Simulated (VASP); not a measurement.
# Cr (C2/m) in VASP: single point with PBE

Aim: the single point of Cr with PBE.

Program: VASP 6.6.1. These are calculated values, not measurements. Logs are shortened: lines on timing, memory, paths and dates and some standing lists are left out, and cuts for length are marked.

## (1) The cell of the first run

Symmetry: C2/m, No. 12, monoclinic system. The conventional cell has a = 9.244 Å, b = 6.534 Å, c = 4.304 Å, α = 90.00°, β = 116.30°, γ = 90.00°. Within 1.9 Å of Cr (site symmetry m) lie 1 Cr at 1.39 Å. Cr (site symmetry m) has 1 Cr at 1.39 Å within 1.9 Å. Cr (site symmetry 1) has 1 Cr at 1.40 Å within 1.9 Å.

## (2) Single point, PBE, collinear spin, ferromagnetic start

Input file INCAR:

```
PREC     = Accurate       # precision mode
ENCUT    = 520            # plane-wave cutoff, eV
EDIFF    = 1E-7           # SCF threshold, eV
ISMEAR   = 0              # smearing method
SIGMA    = 0.1            # smearing width, eV
LREAL    = False          # projectors in reciprocal space
LASPH    = True           # aspherical terms in the spheres
NELM     = 150            # most SCF steps
ALGO     = Normal         # electronic algorithm
ISIF     = 2              # what is computed and relaxed
LWAVE    = False          # write WAVECAR
LCHARG   = False          # write CHGCAR
ISPIN    = 2              # spin polarisation
MAGMOM   = 3 3 3 3 3 3 3 3 # initial moments
LORBIT   = 11             # projections on sites
LMAXMIX  = 4              # l up to which the mixer works
GGA      = PE             # functional
NBANDS   = 62             # bands
```

Input file KPOINTS:

```
Automatic mesh
0
Gamma
  4 4 6
```

Input file POSCAR:

```
Cr
1.0
    4.6222082214     -3.2668631006      0.0000000000
    4.6222082214      3.2668631006      0.0000000000
   -1.9071567493      0.0000000000      3.8588305254
Cr
8
Direct
    0.8260000000      0.8260000000      0.1740000000
    0.1740000000      0.1740000000      0.8260000000
    0.2480000000      0.2480000000      0.1860000000
    0.7520000000      0.7520000000      0.8140000000
    0.7691000000      0.3029000000      0.1810000000
    0.6971000000      0.2309000000      0.8190000000
    0.2309000000      0.6971000000      0.8190000000
    0.3029000000      0.7691000000      0.1810000000
```

Potentials or basis: VASP PAW PBE potentials, release 64 (Cr_pv).

On the command line:

```bash
$ cat potpaw_PBE.64/Cr_pv/POTCAR > POTCAR
$ mpirun -np 1 vasp_std > vasp.out
```

OUTCAR:

```text
PREC = Accurate
   ENCUT = 520
   EDIFF = 1E-7
   ISMEAR = 0
   LREAL = False
   LASPH = True
   NELM = 150
   ISIF = 2
   ISPIN = 2
   LORBIT = 11
   GGA = PE

 ion  position               nearest neighbor table
   1  0.826  0.826  0.174-   4 1.39   5 2.60   8 2.60   7 2.95   6 2.95   7 3.04   6 3.04   5 3.10
                             8 3.10   4 3.12
   2  0.174  0.174  0.826-   3 1.39   6 2.60   7 2.60   5 2.95   8 2.95   5 3.04   8 3.04   7 3.10
                             6 3.10   3 3.12
   3  0.248  0.248  0.186-   2 1.39   5 2.62   8 2.62   7 2.96   6 2.96   7 2.98   6 2.98   8 3.08
                             5 3.08   2 3.12
   4  0.752  0.752  0.814-   1 1.39   6 2.62   7 2.62   5 2.96   8 2.96   5 2.98   8 2.98   6 3.08
                             7 3.08   1 3.12
   5  0.769  0.303  0.181-   6 1.40   1 2.60   3 2.62   2 2.95   4 2.96   4 2.98   2 3.04   8 3.05
                             3 3.08   1 3.10   6 3.10
   6  0.697  0.231  0.819-   5 1.40   2 2.60   4 2.62   1 2.95   3 2.96   3 2.98   1 3.04   7 3.05
                             4 3.08   2 3.10   5 3.10
   7  0.231  0.697  0.819-   8 1.40   2 2.60   4 2.62   1 2.95   3 2.96   3 2.98   1 3.04   6 3.05
                             4 3.08   2 3.10   8 3.10
   8  0.303  0.769  0.181-   7 1.40   1 2.60   3 2.62   2 2.95   4 2.96   4 2.98   2 3.04   5 3.05
                             3 3.08   1 3.10   7 3.10

 -----------------------------------------------------------------------------
|                                                                             |
|           W    W    AA    RRRRR   N    N  II  N    N   GGGG   !!!           |
|           W    W   A  A   R    R  NN   N  II  NN   N  G    G  !!!           |
|           W    W  A    A  R    R  N N  N  II  N N  N  G       !!!           |
|           W WW W  AAAAAA  RRRRR   N  N N  II  N  N N  G  GGG   !            |
|           WW  WW  A    A  R   R   N   NN  II  N   NN  G    G                |
|           W    W  A    A  R    R  N    N  II  N    N   GGGG   !!!           |
|                                                                             |
|     The distance between some ions is very small. Please check the          |
|     nearest-neighbor list in the OUTCAR file.                               |
|     I HOPE YOU KNOW WHAT YOU ARE DOING!                                     |
|                                                                             |
 -----------------------------------------------------------------------------

  LATTYP: Found a base centered monoclinic cell.
 ALAT       =     9.2444164428
 B/A-ratio  =     0.7067754078
 C/A-ratio  =     0.4656211067
 COS(beta)  =    -0.4430719219

  Lattice vectors:

 A1 = (   4.6222082214,  -3.2668631006,   0.0000000000)
 A2 = (   4.6222082214,   3.2668631006,   0.0000000000)
 A3 = (  -1.9071567493,   0.0000000000,   3.8588305254)

Analysis of symmetry for initial positions (statically):
=====================================================================
 Subroutine PRICEL returns:
 Original cell was already a primitive cell.

 Routine SETGRP: Setting up the symmetry group for a
 base centered monoclinic supercell.

 Subroutine GETGRP returns: Found  4 space group operations
 (whereof  4 operations were pure point group operations)
 out of a pool of  4 trial point group operations.

The static configuration has the point symmetry C_2h.

Analysis of symmetry for dynamics (positions and initial velocities):
=====================================================================
 Subroutine PRICEL returns:
 Original cell was already a primitive cell.

 Routine SETGRP: Setting up the symmetry group for a
 base centered monoclinic supercell.

 Subroutine GETGRP returns: Found  4 space group operations
 (whereof  4 operations were pure point group operations)
 out of a pool of  4 trial point group operations.

The dynamic configuration has the point symmetry C_2h.

Analysis of structural, dynamic, and magnetic symmetry:
=====================================================================
 Subroutine PRICEL returns:
 Original cell was already a primitive cell.

 Routine SETGRP: Setting up the symmetry group for a
 base centered monoclinic supercell.

 Subroutine GETGRP returns: Found  4 space group operations
 (whereof  4 operations were pure point group operations)
 out of a pool of  4 trial point group operations.

The overall configuration has the point symmetry C_2h.

 Subroutine INISYM returns: Found  4 space group operations
 (whereof  4 operations are pure point group operations),
 and found     1 'primitive' translations

[... 105 lines left out ...]
   NELM   =    150;   NELMIN=  2; NELMDL= -5     # of ELM steps
   EDIFF  = 0.1E-06   stopping-criterion for ELM
   LREAL  =      F    real-space projection
   EDIFFG = 0.1E-05   stopping-criterion for IOM
   NSW    =      0    number of steps for IOM
   IBRION =     -1    ionic relax: 0-MD 1-quasi-New 2-CG
   NFREE  =      0    steps in history (QN), initial steepest desc. (CG)
   ISIF   =      2    stress and relaxation
   ISYM   =      2    0-nonsym 1-usesym 2-fastsym
   POTIM  = 0.5000    time-step for ionic-motion
   TEBEG  =    0.0;   TEEND  =   0.0 temperature during run
   PSTRESS=    0.0 pullay stress
   NELECT =      96.0000    total number of electrons
   NUPDOWN=      -1.0000    fix difference up-down
   EMIN   =  10.00;   EMAX   =-10.00  energy-range for DOS
   EFERMI =   0.00;   METHOD = LEGACY
   ISMEAR =     0;   SIGMA  =   0.10  broadening in eV -4-tet -1-fermi 0-gaus
   EFERMI_NEDOS =   21; number of points for ismear=-14 and -15
   IALGO  =     38    algorithm
   IMIX   =      4    mixing-type and parameters
     AMIX     =   0.40;   BMIX     =  1.00
     AMIX_MAG =   1.60;   BMIX_MAG =  1.00
  volume/ion in A,a.u.               =      14.57        98.30
  Fermi-wavevector in a.u.,A,eV,Ry     =   1.534652  2.900071 32.043846  2.355156
  Thomas-Fermi vector in A             =   2.641550
   LORBIT       =     11    0 simple, 1 ext, 2 COOP (PROOUT), +10 PAW based schemes
   GGA     = PE    functional components
   LHFCALC =     F    Hartree Fock is set to
   AEXX    =    0.0000 exact exchange contribution
   IVDW    =     0    specifies the selected vdW correction
   LEPSILON=     F    determine dielectric tensor
   LRPA    =     F    only Hartree local field effects (RPA)
 spin polarized calculation
 Gauss-broadening in eV      SIGMA  =   0.10
  energy-cutoff  :      520.00
  volume of cell :      116.54
 maximum number of plane-waves:      3155
   NGX = 21   NGY = 21   NGZ = 17

 number of electron      95.9999989 magnetization      -0.0850351

 number of electron      95.9999989 magnetization       0.0008425

 Free energy of the ion-electron system (eV)
  ---------------------------------------------------
  ext. energy  EPLUGINS =         0.00000000
  ---------------------------------------------------
  free energy    TOTEN  =       -47.09910430 eV

  energy without entropy =      -47.05977518  energy(sigma->0) =      -47.07943974

 E-fermi :   8.3097     XC(G=0): -11.8375

 val. band max:        8.2930515729   @ k =   0.2500   0.0000   0.0000
 cond. band min:       8.3117677046   @ k =   0.2500   0.0000   0.3333
 fundamental gap:      0.0187161317
 Fermi energy:         8.3097391472

 spin component 1

 k-point     1 :       0.0000    0.0000    0.0000
  band No.  band energies     occupation
      1     -41.8912      1.00000
      2     -41.8767      1.00000
      3     -41.7314      1.00000
      4     -41.7268      1.00000
      5     -36.5235      1.00000
      6     -36.5196      1.00000
[... 1501 lines left out ...]
     59      10.7970      0.00000
     60      11.3438      0.00000

 [... further k-points ...]

 spin component 2

 k-point     1 :       0.0000    0.0000    0.0000
  band No.  band energies     occupation
      1     -41.8912      1.00000
      2     -41.8766      1.00000
      3     -41.7314      1.00000
      4     -41.7268      1.00000
      5     -36.5235      1.00000
      6     -36.5195      1.00000
[... 1501 lines left out ...]
     59      10.7970      0.00000
     60      11.3439      0.00000

 [... further k-points ...]

 [bands above 60 left out]

------------------------ aborting loop because EDIFF is reached ----------------------------------------

  FORCE on cell =-STRESS in cart. coord.  units (eV):
  Direction    XX          YY          ZZ          XY          YZ          ZX
  --------------------------------------------------------------------------------------
  -------------------------------------------------------------------------------------
  Total       13.4471749      9.3825404    135.3875669      0.0000000      0.0000000     -1.5793883
  in kB      184.8738530    128.9926254   1861.3293422      0.0000000      0.0000000    -21.7136758
  external PRESSURE =     725.0652735 kB  Pullay stress =       0.0000000 kB

 VOLUME and BASIS-vectors are now :
 -----------------------------------------------------------------------------
  energy-cutoff  :      520.00
  volume of cell :      116.54
      direct lattice vectors                 reciprocal lattice vectors
     4.622208221 -3.266863101  0.000000000     0.108173405 -0.153052021  0.053462736
     4.622208221  3.266863101  0.000000000     0.108173405  0.153052021  0.053462736
    -1.907156749  0.000000000  3.858830525     0.000000000  0.000000000  0.259145872

 POSITION                                       TOTAL-FORCE (eV/Angst)
 -----------------------------------------------------------------------------------
      7.30404      0.00000      0.67144        -2.327844      0.000000     27.086759
      0.03322      0.00000      3.18739         2.327844      0.000000    -27.086759
      1.93788      0.00000      0.71774         2.049161      0.000000     26.903612
      5.39938      0.00000      3.14109        -2.049161      0.000000    -26.903612
      4.60981     -1.52301      0.69845        -0.437919      1.664774     25.596027
      2.72745     -1.52301      3.16038         0.437919      1.664774    -25.596027
      2.72745      1.52301      3.16038         0.437919     -1.664774    -25.596027
      4.60981      1.52301      0.69845        -0.437919     -1.664774     25.596027
 -----------------------------------------------------------------------------------
    total drift:                                0.000000      0.000000      0.000000

  FREE ENERGIE OF THE ION-ELECTRON SYSTEM (eV)
  ---------------------------------------------------
  free  energy   TOTEN  =       -47.0991043027 eV

  energy  without entropy=      -47.0597751844  energy(sigma->0) =      -47.07943974

 total charge

# of ion       s       p       d       tot
------------------------------------------
    1        0.854   6.488   5.224  12.566
    2        0.854   6.488   5.224  12.566
    3        0.846   6.480   5.232  12.559
    4        0.846   6.480   5.232  12.559
    5        0.818   6.480   5.214  12.512
    6        0.818   6.480   5.214  12.512
    7        0.818   6.480   5.214  12.512
    8        0.818   6.480   5.214  12.512
--------------------------------------------------
tot          6.671  51.856  41.768 100.295

 magnetization (x)

# of ion       s       p       d       tot
------------------------------------------
    1        0.000   0.000   0.000   0.000
    2        0.000   0.000   0.000   0.000
    3       -0.000   0.000   0.000   0.000
    4       -0.000   0.000   0.000   0.000
    5       -0.000   0.000   0.000   0.000
    6       -0.000   0.000   0.000   0.000
    7       -0.000   0.000   0.000   0.000
    8       -0.000   0.000   0.000   0.000
--------------------------------------------------
tot         -0.000   0.000   0.000   0.000
```

It took 15 min on 1 thread of Oxide Virtual Turin-like, shared host; peak memory 0.43 GiB.

Results:

```yaml
Free_energy: -47.0991 eV
Pressure: 72.5 GPa
Largest_force: 27.187 eV/Å
Band_gap_on_the_k_mesh: zero (filled and empty bands overlap)
Net_moment: 0.00 μB per cell
```

Forces on the atoms (eV/Å):
```
Cr   -2.328   0.000  27.087
Cr    2.328   0.000 -27.087
Cr    2.049   0.000  26.904
Cr   -2.049   0.000 -26.904
Cr   -0.438   1.665  25.596
Cr    0.438   1.665 -25.596
Cr    0.438  -1.665 -25.596
Cr   -0.438  -1.665  25.596
```

Stress tensor (GPa, compression positive):
```
 18.49   0.00  -2.17
  0.00  12.90   0.00
 -2.17   0.00 186.13
```

Caveat: atoms lie so close that the PAW spheres overlap strongly, which falsifies energies and pressures; the stress differs along the axes, from 13 to 186 GPa; the moments typed at the start vanished in this run; forces of over 1 eV/Å act on the atoms, so gaps and moduli don't describe the material at rest.
